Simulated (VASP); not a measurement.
# GaN (P1) in VASP: notebook

The runs below take GaN through single point, with PBE.

Program: VASP 6.6.1. These are calculated values, not measurements. Logs are shortened: lines on timing, memory, paths and dates and some standing lists are left out, and cuts for length are marked.

**1. The cell of the first run**

The typed cell holds 16 atoms: a = 6.416 Å, b = 6.416 Å, c = 6.416 Å, α = 60.00°, β = 60.00°, γ = 60.00°.

**2. Single point, PBE (dynamics (nve) at 800 K, volume x 1.02, from the last frame before)**

INCAR reads:

```
SYSTEM = GaN
  PREC = Accurate
  ENCUT = 520
  EDIFF = 1E-6
  ISMEAR = -1
  SIGMA = 0.0689
  LREAL = Auto
  LASPH = .TRUE.
  NELM = 100
  ALGO = Normal
  ISIF = 2
  LWAVE = .FALSE.
  LCHARG = .FALSE.
  GGA = PE
  NBANDS = 86
```

KPOINTS reads:

```
Automatic mesh
0
Gamma
  2 2 2
  0.5 0.5 0.5
```

POSCAR reads:

```
GaN
1.0
   -4.5368497750      4.5368497750      0.0000000000
    0.0000000000      4.5368497750     -4.5368497750
   -4.5368497750      0.0000000000     -4.5368497750
Ga N
8 8
Direct
   -0.0106172790      0.5134216726      0.5058404210
   -0.0044087861     -0.0010256015      0.4983008281
    0.0128754539      0.4978416990      0.0153115054
    0.0009180379      0.0124804661     -0.0081589653
    0.4946065246      0.4916573417      0.5073640553
    0.4864256278      0.0034682656      0.4883481071
    0.5113474360      0.4981640592     -0.0018150259
    0.5123357870     -0.0156389353     -0.0079388787
    0.3729784066      0.8658294179      0.3862468644
    0.3669029354      0.3743021224      0.3785768948
    0.3717963088      0.8737767827      0.8781408240
    0.3846599704      0.3591233082      0.8852910498
    0.8706643808      0.8774076060      0.3587911394
    0.8609989737      0.3743668149      0.3818676143
    0.8782908180      0.8805245265      0.8690403464
    0.8763707632      0.3928334832      0.8757253815
```

Potentials or basis: VASP PAW PBE potentials, release 64 (Ga_d, N).

The run is started by

```console
> cat potpaw_PBE.64/Ga_d/POTCAR potpaw_PBE.64/N/POTCAR > POTCAR
> mpirun -np 1 vasp_std > vasp.out
```

OUTCAR:

```text
SYSTEM = GaN
   PREC = Accurate
   ENCUT = 520
   EDIFF = 1E-6
   ISMEAR = -1
   LREAL = Auto
   LASPH = .TRUE.
   NELM = 100
   ISIF = 2
   GGA = PE

 ion  position               nearest neighbor table
   1  0.989  0.513  0.506-  13 1.91  16 1.94  10 1.98  14 2.05
   2  0.996  0.999  0.498-  15 1.94  14 1.97   9 1.98  13 2.02
   3  0.013  0.498  0.015-  14 1.93  12 1.95  16 2.00  15 2.01
   4  0.001  0.012  0.992-  13 1.93  11 1.94  15 1.98  16 1.99
   5  0.495  0.492  0.507-  14 1.92  10 1.96   9 1.96  12 1.98
   6  0.486  0.003  0.488-   9 1.85  10 1.95  13 2.01  11 2.04
[... 8 lines left out ...]
  15  0.878  0.881  0.869-   8 1.92   2 1.94   4 1.98   3 2.01
  16  0.876  0.393  0.876-   7 1.91   1 1.94   4 1.99   3 2.00

  LATTYP: Found a face centered cubic cell.
 ALAT       =     9.0736995500

  Lattice vectors:

 A1 = (  -4.5368497750,   4.5368497750,   0.0000000000)
 A2 = (   0.0000000000,   4.5368497750,  -4.5368497750)
 A3 = (  -4.5368497750,   0.0000000000,  -4.5368497750)

Analysis of symmetry for initial positions (statically):
=====================================================================
 Subroutine PRICEL returns:
 Original cell was already a primitive cell.

 Routine SETGRP: Setting up the symmetry group for a
 face centered cubic supercell.

 Subroutine GETGRP returns: Found  1 space group operations
 (whereof  1 operations were pure point group operations)
 out of a pool of 48 trial point group operations.

The static configuration has the point symmetry C_1 .

Analysis of symmetry for dynamics (positions and initial velocities):
=====================================================================
 Subroutine PRICEL returns:
 Original cell was already a primitive cell.

 Routine SETGRP: Setting up the symmetry group for a
 face centered cubic supercell.

 Subroutine GETGRP returns: Found  1 space group operations
 (whereof  1 operations were pure point group operations)
 out of a pool of 48 trial point group operations.

The dynamic configuration has the point symmetry C_1 .

 Subroutine INISYM returns: Found  1 space group operations
 (whereof  1 operations are pure point group operations),
 and found     1 'primitive' translations

----------------------------------------------------------------------------------------

                                     Primitive cell

  volume of cell :     186.7640

  direct lattice vectors                    reciprocal lattice vectors
    -4.536849775  4.536849775  0.000000000    -0.110208630  0.110208630  0.110208630
     0.000000000  4.536849775 -4.536849775     0.110208630  0.110208630 -0.110208630
    -4.536849775  0.000000000 -4.536849775    -0.110208630 -0.110208630 -0.110208630

  length of vectors
     6.416074482  6.416074482  6.416074482     0.190886947  0.190886947  0.190886947

  position of ions in fractional coordinates (direct lattice)
     0.989382721  0.513421673  0.505840421
     0.995591214  0.998974399  0.498300828
     0.012875454  0.497841699  0.015311505
     0.000918038  0.012480466  0.991841035
     0.494606525  0.491657342  0.507364055
     0.486425628  0.003468266  0.488348107
[... 8 lines left out ...]
     0.878290818  0.880524526  0.869040346
     0.876370763  0.392833483  0.875725381

  ion indices of the primitive-cell ions
   primitive index   ion index
                 1           1
                 2           2
                 3           3
                 4           4
                 5           5
                 6           6
[... 8 lines left out ...]
                15          15
                16          16

----------------------------------------------------------------------------------------

 KPOINTS: Automatic mesh

Automatic generation of k-mesh.
 Grid dimensions read from file:
 generate k-points for:    2    2    2

 Generating k-lattice:

  Cartesian coordinates                     Fractional coordinates (reciprocal lattice)
    -0.055104315  0.055104315  0.055104315     0.500000000  0.000000000  0.000000000
     0.055104315  0.055104315 -0.055104315     0.000000000  0.500000000  0.000000000
    -0.055104315 -0.055104315 -0.055104315     0.000000000  0.000000000  0.500000000

  Length of vectors
     0.095443474  0.095443474  0.095443474

  Shift w.r.t. Gamma in fractional coordinates (k-lattice)
     0.500000000  0.500000000  0.500000000

 Subroutine IBZKPT returns following result:
 ===========================================

 Found     16 irreducible k-points:

 Following reciprocal coordinates:
            Coordinates               Weight
  0.250000  0.250000  0.250000      2.000000
  0.250000  0.000000  0.000000      2.000000
  0.000000  0.000000 -0.250000      2.000000
  0.000000  0.250000  0.000000      2.000000
 -0.250000  0.250000  0.250000      2.000000
  0.250000 -0.250000  0.250000      2.000000
[... 8 lines left out ...]
  0.000000  0.250000  0.500000      2.000000
  0.500000  0.250000  0.000000      2.000000
   k-points           NKPTS =     16   k-points in BZ     NKDIM =     16   number of bands    NBANDS=     86
   number of dos      NEDOS =    301   number of ions     NIONS =     16
   total plane-waves  NPLWV = 110592
   dimension x,y,z NGX =    48 NGY =   48 NGZ =   48
   dimension x,y,z NGXF=    96 NGYF=   96 NGZF=   96
   ions per type =               8   8
   NGX,Y,Z   is equivalent  to a cutoff of  12.44, 12.44, 12.44 a.u.
   NGXF,Y,Z  is equivalent  to a cutoff of  24.87, 24.87, 24.87 a.u.
 SYSTEM =  GaN
   PREC   = accura    normal or accurate (medium, high low for compatibility)
   ISTART =      0    job   : 0-new  1-cont  2-samecut
   ICHARG =      2    charge: 1-file 2-atom 10-const
   ISPIN  =      1    spin polarized calculation?
   LNONCOLLINEAR =      F non collinear calculations
   LSORBIT =      F    spin-orbit coupling
   LASPH  =      T    aspherical Exc in radial PAW
   ENCUT  =  520.0 eV  38.22 Ry    6.18 a.u.  11.93 11.93 11.93*2*pi/ulx,y,z
   NELM   =    100;   NELMIN=  2; NELMDL= -5     # of ELM steps
   EDIFF  = 0.1E-05   stopping-criterion for ELM
   LREAL  =      T    real-space projection
   EDIFFG = 0.1E-04   stopping-criterion for IOM
   NSW    =      0    number of steps for IOM
   IBRION =     -1    ionic relax: 0-MD 1-quasi-New 2-CG
   NFREE  =      0    steps in history (QN), initial steepest desc. (CG)
   ISIF   =      2    stress and relaxation
   ISYM   =      2    0-nonsym 1-usesym 2-fastsym
   POTIM  = 0.5000    time-step for ionic-motion
   TEBEG  =    0.0;   TEEND  =   0.0 temperature during run
   PSTRESS=    0.0 pullay stress
   NELECT =     144.0000    total number of electrons
   NUPDOWN=      -1.0000    fix difference up-down
   EMIN   =  10.00;   EMAX   =-10.00  energy-range for DOS
   EFERMI =   0.00;   METHOD = LEGACY
   ISMEAR =    -1;   SIGMA  =   0.07  broadening in eV -4-tet -1-fermi 0-gaus
   EFERMI_NEDOS =   21; number of points for ismear=-14 and -15
   IALGO  =     38    algorithm
   IMIX   =      4    mixing-type and parameters
     AMIX     =   0.40;   BMIX     =  1.00
     AMIX_MAG =   1.60;   BMIX_MAG =  1.00
  volume/ion in A,a.u.               =      11.67        78.77
  Fermi-wavevector in a.u.,A,eV,Ry     =   1.501175  2.836809 30.661079  2.253526
  Thomas-Fermi vector in A             =   2.612580
   LORBIT       =      0    0 simple, 1 ext, 2 COOP (PROOUT), +10 PAW based schemes
   GGA     = PE    functional components
   LHFCALC =     F    Hartree Fock is set to
   AEXX    =    0.0000 exact exchange contribution
   IVDW    =     0    specifies the selected vdW correction
   LEPSILON=     F    determine dielectric tensor
   LRPA    =     F    only Hartree local field effects (RPA)
 non-spin polarized calculation
  energy-cutoff  :      520.00
  volume of cell :      186.76
 maximum number of plane-waves:      5030
   NGX = 23   NGY = 23   NGZ = 23

 number of electron     144.0000006 magnetization

 Free energy of the ion-electron system (eV)
  ---------------------------------------------------
  ext. energy  EPLUGINS =         0.00000000
  ---------------------------------------------------
  free energy    TOTEN  =       -96.76477684 eV

  energy without entropy =      -96.76477683  energy(sigma->0) =      -96.76477684

 E-fermi :   6.3933     XC(G=0): -11.5647

 val. band max:        4.9701024777   @ k =   0.2500   0.0000   0.0000
 cond. band min:       7.8014186498   @ k =   0.2500   0.0000   0.0000
 fundamental gap:      2.8313161721
 Fermi energy:         6.3932608694

 k-point     1 :       0.2500    0.2500    0.2500
  band No.  band energies     occupation
      1     -10.5593      2.00000
      2      -9.9625      2.00000
      3      -9.8698      2.00000
      4      -9.8462      2.00000
      5      -9.8126      2.00000
      6      -9.7592      2.00000
[... 76 lines left out ...]
     83      12.0999      0.00000
     84      12.7752      0.00000

 k-point     2 :       0.2500    0.0000    0.0000
  band No.  band energies     occupation
      1     -10.5583      2.00000
      2      -9.9593      2.00000
      3      -9.8649      2.00000
      4      -9.8453      2.00000
      5      -9.8217      2.00000
      6      -9.7588      2.00000
[... 1207 lines left out ...]
     83      12.4530      0.00000
     84      12.5785      0.00000

 k-point    16 :       0.5000    0.2500    0.0000
  band No.  band energies     occupation
      1     -10.2258      2.00000
      2     -10.0323      2.00000
      3      -9.8800      2.00000
      4      -9.8553      2.00000
      5      -9.8169      2.00000
      6      -9.7617      2.00000
[... 76 lines left out ...]
     83      12.4538      0.00000
     84      12.6289      0.00000
 [bands above 84 left out]

------------------------ aborting loop because EDIFF is reached ----------------------------------------

  FORCE on cell =-STRESS in cart. coord.  units (eV):
  Direction    XX          YY          ZZ          XY          YZ          ZX
  --------------------------------------------------------------------------------------
  -------------------------------------------------------------------------------------
  Total        1.8815702      2.5379506      2.1310013     -0.7143066      0.1569238     -0.3865398
  in kB       16.1412745     21.7721121     18.2810490     -6.1277643      1.3461892     -3.3159776
  external PRESSURE =      18.7314785 kB  Pullay stress =       0.0000000 kB

 VOLUME and BASIS-vectors are now :
 -----------------------------------------------------------------------------
  energy-cutoff  :      520.00
  volume of cell :      186.76
      direct lattice vectors                 reciprocal lattice vectors
    -4.536849775  4.536849775  0.000000000    -0.110208630  0.110208630  0.110208630
     0.000000000  4.536849775 -4.536849775     0.110208630  0.110208630 -0.110208630
    -4.536849775  0.000000000 -4.536849775    -0.110208630 -0.110208630 -0.110208630

 POSITION                                       TOTAL-FORCE (eV/Angst)
 -----------------------------------------------------------------------------------
     -6.78360      6.81800     -4.62424         0.047877     -0.296388      0.952771
     -6.77756      9.04904     -6.79291         0.218181      0.034862      0.287948
     -0.12788      2.31705     -2.32810         0.854013      0.004674      0.282187
     -4.50400      0.06079     -4.55646         0.203261     -0.007994      0.116660
     -4.54579      4.47453     -4.53241         0.061185     -0.182845     -0.287629
     -4.42240      2.22258     -2.23130        -1.395881      0.661733     -0.758166
[... 8 lines left out ...]
     -7.92738      7.97948     -7.93751        -0.610961     -0.146943      0.254549
     -7.94900      5.75819     -5.75526        -0.489760     -0.203385      0.506215
 -----------------------------------------------------------------------------------
    total drift:                               -0.001149      0.001044     -0.003722

  FREE ENERGIE OF THE ION-ELECTRON SYSTEM (eV)
  ---------------------------------------------------
  free  energy   TOTEN  =       -96.7647768363 eV

  energy  without entropy=      -96.7647768345  energy(sigma->0) =      -96.76477684
```

Run time: 8.4 min. Hardware: 1 thread of Intel Xeon Platinum 8488C (Sapphire Rapids), shared host; peak memory 0.4 GiB.

Results:

```yaml
Free_energy: -96.7648 eV
Pressure: 1.9 GPa
Largest_force: 1.741 eV/Å
Band_gap_on_the_k_mesh: 2.83 eV
```

Forces in eV/Å, atoms in the order of the input:
```
Ga   0.048 -0.296  0.953
Ga   0.218  0.035  0.288
Ga   0.854  0.005  0.282
Ga   0.203 -0.008  0.117
Ga   0.061 -0.183 -0.288
Ga  -1.396  0.662 -0.758
Ga   0.389 -0.669 -0.459
Ga  -0.205 -0.203 -1.122
N    1.331 -0.463  1.023
N    0.200  0.160  0.000
N    0.364  0.249  0.668
N    0.247  0.271 -0.229
N   -0.323  0.130 -1.225
N   -0.891  0.660 -0.010
N   -0.611 -0.147  0.255
N   -0.490 -0.203  0.506
```

Levels at points of the mesh, in eV from the valence-band top:
```
           k point  band 69  band 70  band 71  band 72  band 73  band 74  band 75  band 76
(0.25, 0.25, 0.25)    -0.74    -0.68    -0.08    -0.02     2.84     4.06     4.12     4.13
```

Caveat: the k points lie up to 0.60 Å⁻¹ apart; forces of over 1 eV/Å act on the atoms, so gaps and moduli don't describe the material at rest.

**3. Single point, PBE (dynamics (nve) at 800 K, volume x 1.02, from the last frame before)**

INCAR reads:

```
  ALGO = Normal
  EDIFF = 1E-6
  ENCUT = 520
  GGA = PE
  ISIF = 2
  ISMEAR = -1
  LASPH = True
  LCHARG = True
  LELF = True
  LREAL = Auto
  LVHAR = True
  LWAVE = False
  NBANDS = 86
  NELM = 100
  PREC = Accurate
  SIGMA = 0.0689
```

KPOINTS is that of step 2.

POSCAR reads:

```
GaN
1.0
   -4.5368497750      4.5368497750      0.0000000000
    0.0000000000      4.5368497750     -4.5368497750
   -4.5368497750      0.0000000000     -4.5368497750
Ga N
8 8
Direct
    0.0085375320      0.4854327582      0.4900507203
    0.0129867646     -0.0083339766      0.4978130447
   -0.0116561056      0.5050667564     -0.0043389138
   -0.0096196705     -0.0026130466      0.0066138403
    0.4931992706      0.5154003584      0.4949385832
    0.5137995780      0.0027165325      0.5146991009
    0.4956887734      0.4945763275     -0.0007587864
    0.4890765862      0.0096963757      0.0006899060
    0.3879732826      0.8892058807      0.3712921043
    0.3909358008      0.3786649515      0.3687360356
    0.3669680687      0.8699077985      0.8790954512
    0.3759655013      0.3771678775      0.8602570492
    0.8892692507      0.8577630279      0.3813253878
    0.8803170037      0.3706904754      0.3789283501
    0.8694251949      0.8749468677      0.8823090247
    0.8789044596      0.3719868595      0.8795114888
```

Potentials or basis: VASP PAW PBE potentials, release 64 (Ga_d, N).

The run is started by

```console
> cat potpaw_PBE.64/Ga_d/POTCAR potpaw_PBE.64/N/POTCAR > POTCAR
> mpirun -np 1 vasp_std > vasp.out
```

Run time: 9.2 min. Hardware: 1 thread of Intel Xeon Platinum 8488C (Sapphire Rapids), shared host; peak memory 0.4 GiB.

Results (log left out):

| Property | Result |
| --- | --- |
| Free energy | -96.7384 eV |
| Pressure | 1.8 GPa |
| Largest force | 1.753 eV/Å |
| Band gap on the k mesh | 2.79 eV |

Forces in eV/Å, atoms in the order of the input:
```
Ga  -1.197  0.543 -1.159
Ga  -0.045 -0.024 -0.593
Ga  -1.015  0.369 -0.262
Ga  -0.260  0.390 -0.044
Ga  -0.526  0.762  0.403
Ga   0.747 -0.168  0.755
Ga  -0.117  0.594  0.235
Ga  -0.316 -0.087  0.641
N    0.086 -0.582 -0.033
N    0.361 -0.918  0.078
N   -0.517  0.348 -0.451
N   -0.181 -0.299 -1.048
N    0.301  0.231 -0.464
N    0.998 -0.627  0.806
N    0.642  0.089  0.391
N    1.039 -0.620  0.745
```

Stress tensor (GPa, compression positive):
```
 1.62  0.00  1.34
 0.00  1.84 -1.44
 1.34 -1.44  1.86
```

Levels at points of the mesh, in eV from the valence-band top:
```tsv
k point	band 70	band 71	band 72	band 73	band 74	band 75
(0.25, 0.25, 0.25)	-0.67	-0.10	-0.01	2.79	3.98	4.11
```

Caveat: the k points lie up to 0.60 Å⁻¹ apart; forces of over 1 eV/Å act on the atoms, so gaps and moduli don't describe the material at rest.
